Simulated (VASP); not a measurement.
# PtSe2 (P4_2/mnm) in VASP: notebook, part 2 of 2

VASP 6.6.1. The steps go on from the part before.

## 3. Single point, r2SCAN

This run uses another cell than the first one, of 21.91 Å³/atom.

The input, POSCAR:

```
PtSe2
1.0
    5.7465248854      0.0000000000      0.0000000000
    0.0000000000      5.7465248854      0.0000000000
    0.0000000000      0.0000000000      3.9813365815
Pt Se
2 4
Direct
    0.0000000000      0.0000000000      0.0000000000
    0.5000000000      0.5000000000      0.5000000000
    0.3092307571      0.3092307571      0.0000000000
    0.1907692429      0.8092307571      0.5000000000
    0.8092307571      0.1907692429      0.5000000000
    0.6907692429      0.6907692429      0.0000000000
```

The input, INCAR.step1:

```
PREC     = Accurate       # precision mode
ENCUT    = 520            # plane-wave cutoff, eV
ISMEAR   = -1             # smearing method
SIGMA    = 0.02           # smearing width, eV
LREAL    = False          # projectors in reciprocal space
LASPH    = True           # aspherical terms in the spheres
NELM     = 60             # most SCF steps
NBANDS   = 31             # bands
GGA      = PE             # functional
ALGO     = Normal         # electronic algorithm
EDIFF    = 1E-4           # SCF threshold, eV
LWAVE    = True           # write WAVECAR
LCHARG   = False          # write CHGCAR
```

The input, INCAR.step2:

```
PREC     = Accurate       # precision mode
ENCUT    = 520            # plane-wave cutoff, eV
EDIFF    = 1E-6           # SCF threshold, eV
ISMEAR   = -1             # smearing method
SIGMA    = 0.02           # smearing width, eV
LREAL    = False          # projectors in reciprocal space
LASPH    = True           # aspherical terms in the spheres
NELM     = 60             # most SCF steps
ALGO     = Normal         # electronic algorithm
ISIF     = 2              # what is computed and relaxed
LWAVE    = False          # write WAVECAR
LCHARG   = False          # write CHGCAR
METAGGA  = R2SCAN         # meta-GGA
LMIXTAU  = True         
NBANDS   = 31             # bands
ISTART   = 1
```

The input, KPOINTS:

```
Automatic mesh
0
Gamma
  4 4 6
```

Potentials or basis: VASP PAW PBE potentials, release 64 (Pt, Se).

Command:

```sh
> cat potpaw_PBE.64/Pt/POTCAR potpaw_PBE.64/Se/POTCAR > POTCAR
> cp INCAR.step1 INCAR
> mpirun -np 1 vasp_std > vasp.out
> cp INCAR.step2 INCAR
> mpirun -np 1 vasp_std > vasp.out
```

OUTCAR:

```text
PREC = Accurate
   ENCUT = 520
   EDIFF = 1E-6
   ISMEAR = -1
   LREAL = False
   LASPH = True
   NELM = 60
   ISIF = 2
   METAGGA = R2SCAN
   ISTART = 1

 ion  position               nearest neighbor table
   1  0.000  0.000  0.000-   3 2.51   6 2.51   5 2.52   4 2.52   4 2.52   5 2.52
   2  0.500  0.500  0.500-   4 2.51   5 2.51   3 2.52   6 2.52   3 2.52   6 2.52
   3  0.309  0.309  0.000-   1 2.51   2 2.52   2 2.52
   4  0.191  0.809  0.500-   2 2.51   1 2.52   1 2.52
   5  0.809  0.191  0.500-   2 2.51   1 2.52   1 2.52
   6  0.691  0.691  0.000-   1 2.51   2 2.52   2 2.52

  LATTYP: Found a simple tetragonal cell.
 ALAT       =     5.7465248854
 C/A-ratio  =     0.6928250831

  Lattice vectors:

 A1 = (   5.7465248854,   0.0000000000,   0.0000000000)
 A2 = (   0.0000000000,   5.7465248854,   0.0000000000)
 A3 = (   0.0000000000,   0.0000000000,   3.9813365815)

Analysis of symmetry for initial positions (statically):
=====================================================================
 Subroutine PRICEL returns:
 Original cell was already a primitive cell.

 Routine SETGRP: Setting up the symmetry group for a
 simple tetragonal supercell.

 Subroutine GETGRP returns: Found 16 space group operations
 (whereof  8 operations were pure point group operations)
 out of a pool of 16 trial point group operations.

The static configuration has the point symmetry D_2h.
 The point group associated with its full space group is D_4h.

Analysis of symmetry for dynamics (positions and initial velocities):
=====================================================================
 Subroutine PRICEL returns:
 Original cell was already a primitive cell.

 Routine SETGRP: Setting up the symmetry group for a
 simple tetragonal supercell.

 Subroutine GETGRP returns: Found 16 space group operations
[... 129 lines left out ...]
   IMIX   =      4    mixing-type and parameters
     AMIX     =   0.40;   BMIX     =  1.00
     AMIX_MAG =   1.60;   BMIX_MAG =  1.00
  volume/ion in A,a.u.               =      21.91       147.87
  Fermi-wavevector in a.u.,A,eV,Ry     =   1.136613  2.147887 17.577214  1.291889
  Thomas-Fermi vector in A             =   2.273318
   LORBIT       =      0    0 simple, 1 ext, 2 COOP (PROOUT), +10 PAW based schemes
   METAGGA = R2SCAN    functional components
   LHFCALC =     F    Hartree Fock is set to
   AEXX    =    0.0000 exact exchange contribution
   IVDW    =     0    specifies the selected vdW correction
   LEPSILON=     F    determine dielectric tensor
   LRPA    =     F    only Hartree local field effects (RPA)
 non-spin polarized calculation
  energy-cutoff  :      520.00
  volume of cell :      131.47
 maximum number of plane-waves:      3568
 NGX is ok and might be reduce to    48
   NGX = 21   NGY = 21   NGZ = 15

 number of electron      44.0000004 magnetization

 Free energy of the ion-electron system (eV)
  ---------------------------------------------------
  ext. energy  EPLUGINS =         0.00000000
  ---------------------------------------------------
  free energy    TOTEN  =      -160.79484771 eV

  energy without entropy =     -160.77831594  energy(sigma->0) =     -160.78658183

 E-fermi :   4.6519     XC(G=0): -10.8426

 val. band max:        4.6495153991   @ k =   0.0000   0.0000   0.3333
 cond. band min:       4.6632444201   @ k =   0.5000   0.2500   0.0000
 fundamental gap:      0.0137290210
 Fermi energy:         4.6518786894

 k-point     1 :       0.0000    0.0000    0.0000
  band No.  band energies     occupation
      1     -10.5638      2.00000
      2      -8.9041      2.00000
      3      -8.3449      2.00000
      4      -8.3449      2.00000
      5      -3.0115      2.00000
      6      -2.0276      2.00000
[... 805 lines left out ...]
     30      11.3018      0.00000
     31      13.4228      0.00000

------------------------ aborting loop because EDIFF is reached ----------------------------------------

  FORCE on cell =-STRESS in cart. coord.  units (eV):
  Direction    XX          YY          ZZ          XY          YZ          ZX
  --------------------------------------------------------------------------------------
  -------------------------------------------------------------------------------------
  Total        0.0319186      0.0319186      0.0166535      0.0000000      0.0000000      0.0000000
  in kB        0.3889695      0.3889695      0.2029445      0.0000000      0.0000000      0.0000000
  external PRESSURE =       0.3269612 kB  Pullay stress =       0.0000000 kB

 VOLUME and BASIS-vectors are now :
 -----------------------------------------------------------------------------
  energy-cutoff  :      520.00
  volume of cell :      131.47
      direct lattice vectors                 reciprocal lattice vectors
     5.746524885  0.000000000  0.000000000     0.174018214  0.000000000  0.000000000
     0.000000000  5.746524885  0.000000000     0.000000000  0.174018214  0.000000000
     0.000000000  0.000000000  3.981336581     0.000000000  0.000000000  0.251171932

 POSITION                                       TOTAL-FORCE (eV/Angst)
 -----------------------------------------------------------------------------------
      0.00000      0.00000      0.00000         0.000000      0.000000      0.000000
      2.87326      2.87326      1.99067         0.000000      0.000000      0.000000
      1.77700      1.77700      0.00000         0.002000      0.002000     -0.000000
      1.09626      4.65026      1.99067        -0.002000      0.002000     -0.000000
      4.65026      1.09626      1.99067         0.002000     -0.002000      0.000000
      3.96952      3.96952      0.00000        -0.002000     -0.002000      0.000000
 -----------------------------------------------------------------------------------
    total drift:                               -0.000000      0.000000     -0.000000

  FREE ENERGIE OF THE ION-ELECTRON SYSTEM (eV)
  ---------------------------------------------------
  free  energy   TOTEN  =      -160.7948477133 eV

  energy  without entropy=     -160.7783159446  energy(sigma->0) =     -160.78658183
```

OUTCAR.step1:

```text
PREC = Accurate
   ENCUT = 520
   ISMEAR = -1
   LREAL = False
   LASPH = True
   NELM = 60
[... 1051 lines left out ...]
      1.09626      4.65026      1.99067        -0.016682      0.016682      0.000000
      4.65026      1.09626      1.99067         0.016682     -0.016682      0.000000
      3.96952      3.96952      0.00000        -0.016682     -0.016682      0.000000
 -----------------------------------------------------------------------------------
    total drift:                               -0.000000      0.000000     -0.000000

  FREE ENERGIE OF THE ION-ELECTRON SYSTEM (eV)
  ---------------------------------------------------
  free  energy   TOTEN  =       -26.5699561808 eV

  energy  without entropy=      -26.5532513630  energy(sigma->0) =      -26.56160377
```

OSZICAR.step1:

```text
N       E                     dE             d eps       ncg     rms          rms(c)
DAV:   1     0.246118530908E+03    0.24612E+03   -0.19676E+04  1488   0.125E+03
DAV:   2    -0.139002159225E+02   -0.26002E+03   -0.25004E+03  1829   0.241E+02
DAV:   3    -0.282617495489E+02   -0.14362E+02   -0.14074E+02  1812   0.557E+01
DAV:   4    -0.284530428731E+02   -0.19129E+00   -0.19094E+00  1700   0.710E+00
DAV:   5    -0.284560292698E+02   -0.29864E-02   -0.29858E-02  1851   0.850E-01    0.179E+01
DAV:   6    -0.274658425186E+02    0.99019E+00   -0.16794E+01  1614   0.259E+01    0.144E+01
DAV:   7    -0.265932555107E+02    0.87259E+00   -0.27609E+00  1572   0.127E+01    0.648E+00
DAV:   8    -0.266022741133E+02   -0.90186E-02   -0.45367E-01  1670   0.326E+00    0.185E+00
DAV:   9    -0.265697941198E+02    0.32480E-01   -0.10150E-01  1635   0.232E+00    0.417E-01
DAV:  10    -0.265701970063E+02   -0.40289E-03   -0.84962E-03  1698   0.424E-01    0.149E-01
DAV:  11    -0.265699319035E+02    0.26510E-03   -0.10335E-03  1677   0.227E-01    0.283E-02
DAV:  12    -0.265699561808E+02   -0.24277E-04   -0.13376E-04   947   0.562E-02
   1 F= -.26569956E+02 E0= -.26561604E+02  d E =-.167048E-01
```

Wall time 3.9 min (1 thread of AMD EPYC 9R45 (Zen 5), shared host); peak memory 0.29 GiB.

Results:

```
Free energy            : -160.7948 eV
Pressure               : 0.0 GPa
Band gap on the k mesh : zero (bands 22 and 23 overlap by 0.38 eV)
```

Forces in eV/Å, atoms in the order of the input:
```
Pt   0.000  0.000  0.000
Pt   0.000  0.000  0.000
Se   0.002  0.002  0.000
Se  -0.002  0.002  0.000
Se   0.002 -0.002  0.000
Se  -0.002 -0.002  0.000
```

Caveat: the structure was generated, so it needn't be the stable form of PtSe2; the PAW data sets were made with another functional, which shifts forces and pressure a little; spin-orbit coupling is left out, which moves the levels of the heavy elements.

## 4. Relaxation of cell and atoms, PBEsol

The input, INCAR:

```
  PREC = Accurate
  ENCUT = 600
  EDIFF = 1E-7
  ISMEAR = -1
  SIGMA = 0.02
  LREAL = False
  LASPH = True
  NELM = 60
  ALGO = Normal
  ISIF = 3
  LWAVE = False
  LCHARG = False
  GGA = PS
  IBRION = 2
  NSW = 80
  EDIFFG = -0.005
```

KPOINTS is that of step 3.

The input, POSCAR:

```
PtSe2
1.0
    5.8008420823      0.0000000000      0.0000000000
    0.0000000000      5.8008420823      0.0000000000
    0.0000000000      0.0000000000      4.0086147336
Pt Se
2 4
Direct
    0.0000000000      0.0000000000      0.0000000000
    0.5000000000      0.5000000000      0.5000000000
    0.3100953453      0.3100953453      0.0000000000
    0.1899046547      0.8100953453      0.5000000000
    0.8100953453      0.1899046547      0.5000000000
    0.6899046547      0.6899046547      0.0000000000
```

Command:

```sh
> cat potpaw_PBE.64/Pt/POTCAR potpaw_PBE.64/Se/POTCAR > POTCAR
> mpirun -np 1 vasp_std > vasp.out
```

Wall time 5.2 min (1 thread of AMD EPYC 9R45 (Zen 5), shared host); peak memory 0.3 GiB.

The run converged. Its results:

* Free energy: -29.7877 eV
* Relaxed volume: 21.51 Å³/atom
* Relaxed cell: a = 5.699 Å, b = 5.699 Å, c = 3.973 Å, α = 90.00°, β = 90.00°, γ = 90.00°
* Space group after relaxing (to 0.1 Å): P4_2/mnm (No. 136)
* Energy gained by relaxing: 13.6 meV/atom
* Ionic steps: 10
* Pressure after relaxing: 0.0 GPa
* Band gap on the k mesh: zero (bands 22 and 23 overlap by 0.41 eV)

Forces on the atoms (eV/Å):
```
Pt   0.000  0.000  0.000
Pt   0.000  0.000  0.000
Se   0.002  0.002  0.000
Se  -0.002  0.002  0.000
Se   0.002 -0.002  0.000
Se  -0.002 -0.002  0.000
```

The path:
| step | energy change (eV) | largest force (eV/Å) | pressure (GPa) | volume (Å³) |
| --- | --- | --- | --- | --- |
| 1 | 0.0000 | 0.0581 | -4.37 | 134.89 |
| 2 | 0.0451 | 0.2949 | 6.43 | 123.27 |
| 3 | -0.0774 | 0.0778 | -0.10 | 129.54 |
| 4 | -0.0774 | 0.0809 | -0.01 | 129.44 |
| 5 | -0.0811 | 0.0140 | 0.03 | 129.12 |
| 6 | -0.0815 | 0.0191 | 0.07 | 128.96 |
| 7 | -0.0815 | 0.0170 | 0.06 | 128.97 |
| 8 | -0.0815 | 0.0131 | -0.08 | 129.13 |
| 9 | -0.0815 | 0.0137 | -0.06 | 129.10 |
| 10 | -0.0816 | 0.0025 | -0.01 | 129.05 |

Final structure:
```
Pt Se
1.0
     5.69895    0.00000    0.00000
     0.00000    5.69895    0.00000
     0.00000    0.00000    3.97341
Pt Se
2 4
Direct
  0.00000 0.00000 0.00000
  0.50000 0.50000 0.50000
  0.30986 0.30986 0.00000
  0.19014 0.80986 0.50000
  0.80986 0.19014 0.50000
  0.69014 0.69014 0.00000
```

Levels at points of the mesh, in eV from the Fermi level:
| k point | band 20 | band 21 | band 22 | band 23 | band 24 | band 25 |
| --- | --- | --- | --- | --- | --- | --- |
| (0.00, 0.00, 0.00) | -0.61 | 0.25 | 0.25 | 0.53 | 2.29 | 2.57 |
| (0.50, 0.00, 0.00) | -1.29 | -0.54 | -0.54 | 2.18 | 2.18 | 2.19 |
| (0.50, 0.50, 0.00) | -1.09 | -0.22 | -0.22 | 0.40 | 0.40 | 2.40 |
| (0.00, 0.00, 0.50) | -0.92 | 0.00 | 0.00 | 0.18 | 0.18 | 0.77 |
| (0.50, 0.00, 0.50) | -1.40 | -0.89 | -0.89 | 0.00 | 0.00 | 3.38 |
| (0.50, 0.50, 0.50) | -0.27 | -0.12 | -0.12 | 0.96 | 0.96 | 0.98 |

Caveat: the structure was generated, so it needn't be the stable form of PtSe2; the PAW data sets were made with another functional, which shifts forces and pressure a little; spin-orbit coupling is left out, which moves the levels of the heavy elements.

## 5. The runs side by side

```csv
task,level,cell,cutoff (eV),gap on the mesh (eV),pressure (GPa)
single point,PBE,"a = 5.801, b = 5.801, c = 4.009 Å, 6 atoms, atomic positions A",520,none,0.0
single point,r2SCAN,"a = 5.747, b = 5.747, c = 3.981 Å, 6 atoms, atomic positions B",520,none,0.0
relaxation of cell and atoms,PBEsol,"relaxed from a = 5.801, b = 5.801, c = 4.009 Å, 6 atoms, atomic positions A",600,none,0.0
```

Alike in all rows: potentials or basis VASP PAW PBE potentials, release 64 (Pt, Se); no spin polarisation; k mesh 4 × 4 × 6; smearing fermi-dirac 0.02 eV.

Caveats: the structure was generated, so it needn't be the stable form of PtSe2; spin-orbit coupling is left out, which moves the levels of the heavy elements; the PAW data sets were made with another functional, which shifts forces and pressure a little (at least some runs).

Absolute energies hang on the potentials; compare differences alone.

The gap in the log of VASP goes by the Fermi energy; the results here count the filled bands.